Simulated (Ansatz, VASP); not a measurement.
## BaTiO3 in VASP and in Ansatz

```
Ba Ti O
1.0
     4.00730    0.00000    0.00000
     0.00000    4.00730    0.00000
     0.00000    0.00000    4.00730
Ba Ti O
1 1 3
Direct
  0.50903 0.45529 0.50668
  0.94374 0.06998 0.95431
  0.52053 0.00683 0.05543
  0.01265 0.49197 0.05272
  0.01405 0.97593 0.43085
```

Alike in both runs: functional r2SCAN; k mesh 7 × 7 × 7; occupations fermi-dirac, width 0.05 eV; no spin polarisation; Hubbard terms Ti d U = 3.0 eV.

|  | VASP | Ansatz |
| --- | --- | --- |
| version | VASP 6.6.1 | Ansatz 0.2.0 |
| potentials or method | VASP PAW PBE potentials, release 64 (Ba_sv, Ti_sv, O) | Ansatz PAW |
| plane-wave cutoff (eV) | 520 | 500 |
| valence electrons in the cell | 40 | 40 |
| task | single point | projected density of states |

```csv
,VASP,Ansatz,Ansatz less VASP
gap on the k mesh at the Fermi level (eV),3.43,3.41,-0.028
least direct gap on the mesh (eV),3.66,3.56,-0.101
pressure (GPa),14.4,10.3,-4.10
"traceless stress, the component that is largest in VASP (GPa)",-9.53,-8.74,+0.790
rms of the force components (eV/Å),2.170,1.977,-0.1938
```

VASP's potentials were made for PBE, not for r2SCAN. The programs project onto different local orbitals, so the same U acts differently, and such runs can settle in different states. Atom by atom the forces differ by 0.368 eV/Å (rms over components).

Spin-orbit coupling is off throughout. Noted on Ansatz's run: odd divisions of the mesh miss points on the zone boundary, where band edges often lie, so the gap on the mesh can be too wide.
